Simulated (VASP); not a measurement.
Set up this calculation in VASP 6.6.1, as the native input.

- Task: G0W0 quasiparticle levels
- Functional: r2SCAN
- Potentials or basis: VASP PAW PBE potentials, release 64 (B_GW, N_GW)
- Cutoff: 500 eV
- k mesh: 6 × 6 × 6
- Occupations: gaussian, width 0.01 eV
- Spin: no spin polarisation
- Dipole correction: no
- GW scheme: G0W0
- GW iterations: 1
- Cutoff of the response function: 80
- Frequency points: 48
- Empty bands: 30
- Further INCAR settings: ALGO = EVGW0; EDIFF = 1e-08; NBANDS = 34

BN:

```
B N
1.0
     2.48825    0.00278   -0.24449
    -1.23448    2.16042    0.24453
    -0.92498   -0.90878    3.31341
B N
1 1
Direct
  0.99103 0.99142 0.99384
  0.65712 0.32446 0.99297
```

The input as run:

POSCAR

```
BN
1.0
    2.4882474826      0.0027783522     -0.2444865124
   -1.2344752300      2.1604232930      0.2445306024
   -0.9249799228     -0.9087833053      3.3134102742
B N
1 1
Direct
    0.9910320786      0.9914197637     -0.0061621980
    0.6571169214      0.3244642363      0.9929671980
```

INCAR.step1

```
PREC     = Accurate       # precision mode
ENCUT    = 500            # plane-wave cutoff, eV
EDIFF    = 1E-8           # SCF threshold, eV
ISMEAR   = 0              # smearing method
SIGMA    = 0.01           # smearing width, eV
LREAL    = False          # projectors in reciprocal space
LASPH    = True           # aspherical terms in the spheres
NELM     = 80             # most SCF steps
ALGO     = Normal         # electronic algorithm
LWAVE    = True           # write WAVECAR
LCHARG   = False          # write CHGCAR
METAGGA  = R2SCAN         # meta-GGA
LMIXTAU  = True
```

INCAR.step2

```
PREC     = Accurate       # precision mode
ENCUT    = 500            # plane-wave cutoff, eV
EDIFF    = 1E-8           # SCF threshold, eV
ISMEAR   = 0              # smearing method
SIGMA    = 0.01           # smearing width, eV
LREAL    = False          # projectors in reciprocal space
LASPH    = True           # aspherical terms in the spheres
NELM     = 1              # most SCF steps
ALGO     = Exact          # electronic algorithm
LWAVE    = True           # write WAVECAR
LCHARG   = False          # write CHGCAR
METAGGA  = R2SCAN         # meta-GGA
LMIXTAU  = True         
NBANDS   = 34             # bands
LOPTICS  = True           # frequency-dependent dielectric function
ISTART   = 1
```

INCAR.step3

```
PREC     = Accurate       # precision mode
ENCUT    = 500            # plane-wave cutoff, eV
EDIFF    = 1E-8           # SCF threshold, eV
ISMEAR   = 0              # smearing method
SIGMA    = 0.01           # smearing width, eV
LREAL    = False          # projectors in reciprocal space
LASPH    = True           # aspherical terms in the spheres
ALGO     = EVGW0          # electronic algorithm
LWAVE    = False          # write WAVECAR
LCHARG   = False          # write CHGCAR
METAGGA  = R2SCAN         # meta-GGA
LMIXTAU  = True         
NELMGW   = 1            
NBANDS   = 34             # bands
ENCUTGW  = 80.0           # cutoff of the response function
NOMEGA   = 48             # frequency points
PRECFOCK = Fast         
ISTART   = 1            
NBANDSGW = 12
```

KPOINTS

```
Automatic mesh
0
Gamma
  6 6 6
```

Potentials or basis: VASP PAW PBE potentials, release 64 (B_GW, N_GW).

The run is started by

```sh
$ cat potpaw_PBE.64/B_GW/POTCAR potpaw_PBE.64/N_GW/POTCAR > POTCAR
$ cp INCAR.step1 INCAR
$ mpirun -np 1 vasp_std > vasp.out
$ cp INCAR.step2 INCAR
$ mpirun -np 1 vasp_std > vasp.out
$ cp INCAR.step3 INCAR
$ mpirun -np 1 vasp_std > vasp.out
```

It gave:

* Quasiparticle gap: 5.86 eV
* Least direct quasiparticle gap: 6.56 eV
* Band gap of the starting levels on the mesh: 4.79 eV
* Least direct gap of the starting levels on the mesh: 5.43 eV

Caveat: the k points lie up to 0.50 Å⁻¹ apart; bands, screening cutoff and mesh are small and nothing is extrapolated, so the quasiparticle values aren't converged.

Run time: 6.8 min on 1 thread of Intel(R) Xeon(R) 6975P-C (Granite Rapids), on a shared host, peak memory 0.57 GiB.
